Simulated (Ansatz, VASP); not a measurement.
# Ta2N in VASP and in Ansatz

```
Ta N
1.0
     3.10117    0.00000    0.00000
    -1.55059    2.68569    0.00000
     0.00000    0.00000    4.88235
Ta N
2 1
Direct
  0.33333 0.66667 0.75510
  0.66667 0.33333 0.24490
  0.00000 0.00000 0.50000
```

Alike in both runs: functional PBE; k mesh 18 × 18 × 10; occupations gaussian, width 0.1 eV; no spin polarisation.

Ansatz relaxed the structure, and its values are those at the end. VASP's run is a single point on that final structure, the one shown.

|  | VASP | Ansatz |
| --- | --- | --- |
| version | VASP 6.6.1 | Ansatz 0.2.0 |
| potentials or method | VASP PAW PBE potentials, release 64 (Ta_pv, N), cutoff 520 eV | scalar-relativistic, plane waves, PAW |
| valence electrons in the cell | 27 | 31 |

```tsv
	VASP	Ansatz	Ansatz less VASP
gap on the k mesh at the Fermi level (eV)	none	none	-
pressure (GPa)	0.4	0.0	-0.44
rms of the force components (eV/Å)	0.021	0.001	-0.0198
```

A gap of «none» marks a metal or a gap that the smearing closes. With one functional, cell and mesh, what is left measures potentials, basis and numerics. VASP's potentials hold 27 valence electrons a cell and Ansatz's 31, so a difference there can come from the potentials and not from the codes.

Neither program's run includes spin-orbit coupling.
